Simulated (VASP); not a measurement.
# FeCo (Pm-3m) in VASP: further runs

The runs below take FeCo through single point, with PBE.

All numbers are computed with VASP 6.6.1; they aren't measurements. Logs are shortened: lines on timing, memory, paths and dates and some standing lists are left out, and cuts for length are marked.

### 1 The cell of the first run

The structure is cubic, space group Pm-3m (No. 221). Conventional cell: a = 2.809 Å, b = 2.809 Å, c = 2.809 Å, α = 90.00°, β = 90.00°, γ = 90.00°. Within 3.2 Å of Fe (site symmetry m-3m) lie 8 Co at 2.43 Å and 6 Fe at 2.81 Å. Co (site symmetry m-3m) has 8 Fe at 2.43 Å and 6 Co at 2.81 Å within 3.2 Å.

### 2 Single point, PBE, collinear spin, ferromagnetic start (11.08 Å³/atom)

INCAR

```
PREC = Accurate
ENCUT = 600
EDIFF = 1E-6
ISMEAR = -1
SIGMA = 0.05
LREAL = F
LASPH = T
NELM = 200
ALGO = Normal
ISIF = 2
LWAVE = F
LCHARG = T
ISPIN = 2
MAGMOM = 3 2
LORBIT = 11
LMAXMIX = 4
GGA = PE
LELF = T
LVHAR = T
NBANDS = 20
GGA_COMPAT = F
```

KPOINTS

```
regular mesh
0
Gamma
  13 13 13
```

POSCAR

```
FeCo
1.0
    2.8085669146      0.0000000000      0.0000000000
    0.0000000000      2.8085669146      0.0000000000
    0.0000000000      0.0000000000      2.8085669146
Fe Co
1 1
Direct
    0.5000000000      0.5000000000      0.5000000000
    0.0000000000      0.0000000000      0.0000000000
```

Potentials or basis: VASP PAW PBE potentials, release 64 (Fe, Co).

Command:

```sh
> cat potpaw_PBE.64/Fe/POTCAR potpaw_PBE.64/Co/POTCAR > POTCAR
> mpirun -np 1 vasp_std > vasp.out
```

OUTCAR:

```text
PREC = Accurate
   ENCUT = 600
   EDIFF = 1E-6
   ISMEAR = -1
   LREAL = F
   LASPH = T
   NELM = 200
   ISIF = 2
   ISPIN = 2
   LORBIT = 11
   GGA = PE

 ion  position               nearest neighbor table
   1  0.500  0.500  0.500-   2 2.43   2 2.43   2 2.43   2 2.43   2 2.43   2 2.43   2 2.43   2 2.43

   2  0.000  0.000  0.000-   1 2.43   1 2.43   1 2.43   1 2.43   1 2.43   1 2.43   1 2.43   1 2.43

  LATTYP: Found a simple cubic cell.
 ALAT       =     2.8085669146

  Lattice vectors:

 A1 = (   2.8085669146,   0.0000000000,   0.0000000000)
 A2 = (   0.0000000000,   2.8085669146,   0.0000000000)
 A3 = (   0.0000000000,   0.0000000000,   2.8085669146)

Analysis of symmetry for initial positions (statically):
=====================================================================
 Subroutine PRICEL returns:
 Original cell was already a primitive cell.

 Routine SETGRP: Setting up the symmetry group for a
 simple cubic supercell.

 Subroutine GETGRP returns: Found 48 space group operations
 (whereof 48 operations were pure point group operations)
 out of a pool of 48 trial point group operations.

The static configuration has the point symmetry O_h .

Analysis of symmetry for dynamics (positions and initial velocities):
=====================================================================
 Subroutine PRICEL returns:
 Original cell was already a primitive cell.

 Routine SETGRP: Setting up the symmetry group for a
 simple cubic supercell.

 Subroutine GETGRP returns: Found 48 space group operations
 (whereof 48 operations were pure point group operations)
 out of a pool of 48 trial point group operations.

The dynamic configuration has the point symmetry O_h .

Analysis of structural, dynamic, and magnetic symmetry:
=====================================================================
 Subroutine PRICEL returns:
 Original cell was already a primitive cell.

 Routine SETGRP: Setting up the symmetry group for a
 simple cubic supercell.

 Subroutine GETGRP returns: Found 48 space group operations
 (whereof 48 operations were pure point group operations)
 out of a pool of 48 trial point group operations.

The overall configuration has the point symmetry O_h .

 Subroutine INISYM returns: Found 48 space group operations
 (whereof 48 operations are pure point group operations),
 and found     1 'primitive' translations

----------------------------------------------------------------------------------------

                                     Primitive cell

  volume of cell :      22.1541

  direct lattice vectors                    reciprocal lattice vectors
     2.808566915  0.000000000  0.000000000     0.356053472  0.000000000  0.000000000
     0.000000000  2.808566915  0.000000000     0.000000000  0.356053472  0.000000000
     0.000000000  0.000000000  2.808566915     0.000000000  0.000000000  0.356053472

  length of vectors
     2.808566915  2.808566915  2.808566915     0.356053472  0.356053472  0.356053472

  position of ions in fractional coordinates (direct lattice)
     0.500000000  0.500000000  0.500000000
     0.000000000  0.000000000  0.000000000

  ion indices of the primitive-cell ions
   primitive index   ion index
                 1           1
                 2           2

----------------------------------------------------------------------------------------

 KPOINTS: regular mesh

Automatic generation of k-mesh.
 Grid dimensions read from file:
 generate k-points for:   13   13   13

 Generating k-lattice:

  Cartesian coordinates                     Fractional coordinates (reciprocal lattice)
     0.027388729  0.000000000  0.000000000     0.076923077  0.000000000  0.000000000
     0.000000000  0.027388729  0.000000000     0.000000000  0.076923077  0.000000000
     0.000000000  0.000000000  0.027388729     0.000000000  0.000000000  0.076923077

  Length of vectors
     0.027388729  0.027388729  0.027388729

  Shift w.r.t. Gamma in fractional coordinates (k-lattice)
     0.000000000  0.000000000  0.000000000

 Subroutine IBZKPT returns following result:
 ===========================================

 Found     84 irreducible k-points:

 Following reciprocal coordinates:
            Coordinates               Weight
  0.000000  0.000000  0.000000      1.000000
  0.076923  0.000000  0.000000      6.000000
  0.153846  0.000000  0.000000      6.000000
  0.230769  0.000000  0.000000      6.000000
  0.307692  0.000000  0.000000      6.000000
  0.384615  0.000000  0.000000      6.000000
[... 16 lines left out ...]
  0.307692  0.307692  0.000000     12.000000
  0.384615  0.307692  0.000000     24.000000
 [... further k-points ...]
   k-points           NKPTS =     84   k-points in BZ     NKDIM =     84   number of bands    NBANDS=     20
   number of dos      NEDOS =    301   number of ions     NIONS =      2
   total plane-waves  NPLWV =  13824
   dimension x,y,z NGX =    24 NGY =   24 NGZ =   24
   dimension x,y,z NGXF=    48 NGYF=   48 NGZF=   48
   ions per type =               1   1
   NGX,Y,Z   is equivalent  to a cutoff of  14.21, 14.21, 14.21 a.u.
   NGXF,Y,Z  is equivalent  to a cutoff of  28.41, 28.41, 28.41 a.u.
 SYSTEM =  unknown system
   PREC   = accura    normal or accurate (medium, high low for compatibility)
   ISTART =      0    job   : 0-new  1-cont  2-samecut
   ICHARG =      2    charge: 1-file 2-atom 10-const
   ISPIN  =      2    spin polarized calculation?
   LNONCOLLINEAR =      F non collinear calculations
   LSORBIT =      F    spin-orbit coupling
   LASPH  =      T    aspherical Exc in radial PAW
   ENCUT  =  600.0 eV  44.10 Ry    6.64 a.u.   5.61  5.61  5.61*2*pi/ulx,y,z
   NELM   =    200;   NELMIN=  2; NELMDL= -5     # of ELM steps
   EDIFF  = 0.1E-05   stopping-criterion for ELM
   LREAL  =      F    real-space projection
   EDIFFG = 0.1E-04   stopping-criterion for IOM
   NSW    =      0    number of steps for IOM
   IBRION =     -1    ionic relax: 0-MD 1-quasi-New 2-CG
   NFREE  =      0    steps in history (QN), initial steepest desc. (CG)
   ISIF   =      2    stress and relaxation
   ISYM   =      2    0-nonsym 1-usesym 2-fastsym
   POTIM  = 0.5000    time-step for ionic-motion
   TEBEG  =    0.0;   TEEND  =   0.0 temperature during run
   PSTRESS=    0.0 pullay stress
   NELECT =      17.0000    total number of electrons
   NUPDOWN=      -1.0000    fix difference up-down
   EMIN   =  10.00;   EMAX   =-10.00  energy-range for DOS
   EFERMI =   0.00;   METHOD = LEGACY
   ISMEAR =    -1;   SIGMA  =   0.05  broadening in eV -4-tet -1-fermi 0-gaus
   EFERMI_NEDOS =   21; number of points for ismear=-14 and -15
   IALGO  =     38    algorithm
   IMIX   =      4    mixing-type and parameters
     AMIX     =   0.40;   BMIX     =  1.00
     AMIX_MAG =   1.60;   BMIX_MAG =  1.00
  volume/ion in A,a.u.               =      11.08        74.75
  Fermi-wavevector in a.u.,A,eV,Ry     =   1.498786  2.832295 30.563586  2.246360
  Thomas-Fermi vector in A             =   2.610500
   LORBIT       =     11    0 simple, 1 ext, 2 COOP (PROOUT), +10 PAW based schemes
   GGA     = PE    functional components
   LHFCALC =     F    Hartree Fock is set to
   AEXX    =    0.0000 exact exchange contribution
   IVDW    =     0    specifies the selected vdW correction
   LEPSILON=     F    determine dielectric tensor
   LRPA    =     F    only Hartree local field effects (RPA)
 spin polarized calculation
  energy-cutoff  :      600.00
  volume of cell :       22.15
 maximum number of plane-waves:       752
 NGX is ok and might be reduce to    24
   NGX = 11   NGY = 11   NGZ = 11

 number of electron      17.0000004 magnetization       4.4453602

 Free energy of the ion-electron system (eV)
  ---------------------------------------------------
  ext. energy  EPLUGINS =         0.00000000
  ---------------------------------------------------
  free energy    TOTEN  =       -15.39033412 eV

  energy without entropy =      -15.37728500  energy(sigma->0) =      -15.38380956

 E-fermi :   8.5602     XC(G=0): -13.2656

 val. band max:        8.5500368230   @ k =   0.3077   0.1538   0.0000
 cond. band min:       8.5632938857   @ k =   0.3077   0.3077   0.0000
 fundamental gap:      0.0132570627
 Fermi energy:         8.5602186283

 spin component 1

 k-point     1 :       0.0000    0.0000    0.0000
  band No.  band energies     occupation
      1      -0.6900      1.00000
      2       2.9664      1.00000
      3       2.9664      1.00000
      4       5.4008      1.00000
      5       5.4008      1.00000
      6       5.4008      1.00000
[... 12 lines left out ...]
     19      33.4178      0.00000
     20      33.4178      0.00000
[... 507 lines left out ...]
 k-point    24 :       0.3846    0.3077    0.0000
  band No.  band energies     occupation
      1       2.6951      1.00000
      2       3.3529      1.00000
      3       4.6102      1.00000
      4       4.9466      1.00000
      5       5.0658      1.00000
      6       5.7927      1.00000
[... 12 lines left out ...]
     19      32.6444      0.00000
     20      35.3526      0.00000

 [... further k-points ...]

 spin component 2

 k-point     1 :       0.0000    0.0000    0.0000
  band No.  band energies     occupation
      1      -0.5355      1.00000
      2       4.8111      1.00000
      3       4.8111      1.00000
      4       7.2936      1.00000
      5       7.2936      1.00000
      6       7.2937      1.00000
[... 12 lines left out ...]
     19      33.1900      0.00000
     20      33.1900      0.00000
[... 507 lines left out ...]
 k-point    24 :       0.3846    0.3077    0.0000
  band No.  band energies     occupation
      1       3.4154      1.00000
      2       4.7828      1.00000
      3       6.3846      1.00000
      4       6.7159      1.00000
      5       6.7376      1.00000
      6       7.0997      1.00000
[... 12 lines left out ...]
     19      33.0948      0.00000
     20      35.5913      0.00000

 [... further k-points ...]

------------------------ aborting loop because EDIFF is reached ----------------------------------------

  FORCE on cell =-STRESS in cart. coord.  units (eV):
  Direction    XX          YY          ZZ          XY          YZ          ZX
  --------------------------------------------------------------------------------------
  -------------------------------------------------------------------------------------
  Total        1.0081469      1.0081469      1.0081469     -0.0000000     -0.0000000      0.0000000
  in kB       72.9088219     72.9088219     72.9088219     -0.0000000     -0.0000000      0.0000000
  external PRESSURE =      72.9088219 kB  Pullay stress =       0.0000000 kB

 VOLUME and BASIS-vectors are now :
 -----------------------------------------------------------------------------
  energy-cutoff  :      600.00
  volume of cell :       22.15
      direct lattice vectors                 reciprocal lattice vectors
     2.808566915  0.000000000  0.000000000     0.356053472  0.000000000  0.000000000
     0.000000000  2.808566915  0.000000000     0.000000000  0.356053472  0.000000000
     0.000000000  0.000000000  2.808566915     0.000000000  0.000000000  0.356053472

 POSITION                                       TOTAL-FORCE (eV/Angst)
 -----------------------------------------------------------------------------------
      1.40428      1.40428      1.40428         0.000000      0.000000      0.000000
      0.00000      0.00000      0.00000         0.000000      0.000000      0.000000
 -----------------------------------------------------------------------------------
    total drift:                                0.000000      0.000000     -0.000000

  FREE ENERGIE OF THE ION-ELECTRON SYSTEM (eV)
  ---------------------------------------------------
  free  energy   TOTEN  =       -15.3903341237 eV

  energy  without entropy=      -15.3772850026  energy(sigma->0) =      -15.38380956

 total charge

# of ion       s       p       d       tot
------------------------------------------
    1        0.487   0.558   6.188   7.233
    2        0.499   0.541   7.266   8.306
--------------------------------------------------
tot          0.987   1.099  13.454  15.539

 magnetization (x)

# of ion       s       p       d       tot
------------------------------------------
    1       -0.001  -0.046   2.762   2.715
    2       -0.011  -0.056   1.805   1.738
--------------------------------------------------
tot         -0.012  -0.102   4.567   4.454
```

Wall time 62 s (1 thread of Intel Xeon Platinum 8488C (Sapphire Rapids), shared host); peak memory 0.2 GiB.

What came out:

* Free energy: -15.3903 eV
* Pressure: 7.3 GPa
* Net moment: 4.45 μB per cell
* Site moments: Fe +2.71; Co +1.74 μB
* Valence electrons inside the program's atomic spheres: Fe 7.23; Co 8.31

Levels at points of the mesh, in eV from the Fermi level:
Spin up:
| k point | band 8 | band 9 | band 10 | band 11 | band 12 | band 13 | band 14 | band 15 |
| --- | --- | --- | --- | --- | --- | --- | --- | --- |
| (0.00, 0.00, 0.00) | -1.99 | -0.84 | -0.84 | -0.84 | 9.36 | 9.36 | 9.36 | 15.08 |
Spin down:
| k point | band 2 | band 3 | band 4 | band 5 | band 6 | band 7 | band 8 | band 9 | band 10 | band 11 |
| --- | --- | --- | --- | --- | --- | --- | --- | --- | --- | --- |
| (0.00, 0.00, 0.00) | -3.75 | -3.75 | -1.27 | -1.27 | -1.27 | 0.79 | 0.79 | 1.55 | 1.55 | 1.55 |

Caveat: the cell stands under pressure.

### 3 Single point, PBE, collinear spin, ferromagnetic start (11.37 Å³/atom)

This run uses another cell than the first one, of 11.37 Å³/atom.

INCAR

```
SYSTEM = FeCo
ALGO     = Normal         ! electronic algorithm
EDIFF    = 1E-6           ! SCF threshold, eV
ENCUT    = 600            ! plane-wave cutoff, eV
GGA      = PE             ! functional
GGA_COMPAT= .False.      
ISIF     = 2              ! what is computed and relaxed
ISMEAR   = -1             ! smearing method
ISPIN    = 2              ! spin polarisation
LASPH    = .True.         ! aspherical terms in the spheres
LCHARG   = .False.        ! write CHGCAR
LMAXMIX  = 4              ! l up to which the mixer works
LORBIT   = 11             ! projections on sites
LREAL    = .False.        ! projectors in reciprocal space
LWAVE    = .False.        ! write WAVECAR
MAGMOM   = 3 2            ! initial moments
NBANDS   = 20             ! bands
NELM     = 200            ! most SCF steps
PREC     = Accurate       ! precision mode
SIGMA    = 0.05           ! smearing width, eV
```

KPOINTS

```
k-points
0
Gamma
  13 13 13
  0 0 0
```

POSCAR

```
FeCo
1.0
    2.8329904615      0.0000000000      0.0000000000
    0.0000000000      2.8329904615      0.0000000000
    0.0000000000      0.0000000000      2.8329904615
Fe Co
1 1
Direct
    0.5000000000      0.5000000000      0.5000000000
    0.0000000000      0.0000000000      0.0000000000
```

Potentials or basis: VASP PAW PBE potentials, release 64 (Fe, Co).

Command:

```sh
> cat potpaw_PBE.64/Fe/POTCAR potpaw_PBE.64/Co/POTCAR > POTCAR
> mpirun -np 1 vasp_std > vasp.out
```

OUTCAR:

```text
SYSTEM = FeCo
   EDIFF = 1E-6
   ENCUT = 600
   GGA = PE
   ISIF = 2
   ISMEAR = -1
   ISPIN = 2
   LASPH = .True.
   LORBIT = 11
   LREAL = .False.
   NELM = 200
   PREC = Accurate

 ion  position               nearest neighbor table
   1  0.500  0.500  0.500-   2 2.45   2 2.45   2 2.45   2 2.45   2 2.45   2 2.45   2 2.45   2 2.45

   2  0.000  0.000  0.000-   1 2.45   1 2.45   1 2.45   1 2.45   1 2.45   1 2.45   1 2.45   1 2.45

  LATTYP: Found a simple cubic cell.
 ALAT       =     2.8329904615

  Lattice vectors:

 A1 = (   2.8329904615,   0.0000000000,   0.0000000000)
 A2 = (   0.0000000000,   2.8329904615,   0.0000000000)
 A3 = (   0.0000000000,   0.0000000000,   2.8329904615)

Analysis of symmetry for initial positions (statically):
=====================================================================
[... 1319 lines left out ...]
      direct lattice vectors                 reciprocal lattice vectors
     2.832990462  0.000000000  0.000000000     0.352983892  0.000000000  0.000000000
     0.000000000  2.832990462  0.000000000     0.000000000  0.352983892  0.000000000
     0.000000000  0.000000000  2.832990462     0.000000000  0.000000000  0.352983892

 POSITION                                       TOTAL-FORCE (eV/Angst)
 -----------------------------------------------------------------------------------
      1.41650      1.41650      1.41650         0.000000      0.000000      0.000000
      0.00000      0.00000      0.00000         0.000000      0.000000      0.000000
 -----------------------------------------------------------------------------------
    total drift:                                0.000000      0.000000     -0.000000

  FREE ENERGIE OF THE ION-ELECTRON SYSTEM (eV)
  ---------------------------------------------------
  free  energy   TOTEN  =       -15.4069426647 eV

  energy  without entropy=      -15.3944025555  energy(sigma->0) =      -15.40067261

 total charge

# of ion       s       p       d       tot
------------------------------------------
    1        0.477   0.536   6.164   7.177
    2        0.488   0.519   7.249   8.257
--------------------------------------------------
tot          0.966   1.055  13.414  15.435

 magnetization (x)

# of ion       s       p       d       tot
------------------------------------------
    1        0.000  -0.046   2.800   2.755
    2       -0.011  -0.055   1.818   1.752
--------------------------------------------------
tot         -0.010  -0.101   4.618   4.507
```

Run time: 50 s. Hardware: 1 thread of Intel Xeon Platinum 8488C (Sapphire Rapids), shared host; peak memory 0.2 GiB.

Results:

| Property | Result |
| --- | --- |
| Free energy | -15.4069 eV |
| Pressure | 1.8 GPa |
| Net moment | 4.49 μB per cell |
| Site moments | Fe +2.75; Co +1.75 μB |
| Valence electrons inside the program's atomic spheres | Fe 7.18; Co 8.26 |

Levels at points of the mesh, in eV from the Fermi level:
Spin up:
```
           k point  band 8  band 9  band 10  band 11  band 12  band 13  band 14  band 15
(0.00, 0.00, 0.00)   -2.01   -0.90    -0.90    -0.90     9.17     9.17     9.17    14.79
```
Spin down:
```
           k point  band 3  band 4  band 5  band 6  band 7  band 8  band 9  band 10
(0.00, 0.00, 0.00)   -3.59   -1.22   -1.22   -1.22    0.78    0.78    1.51     1.51
```
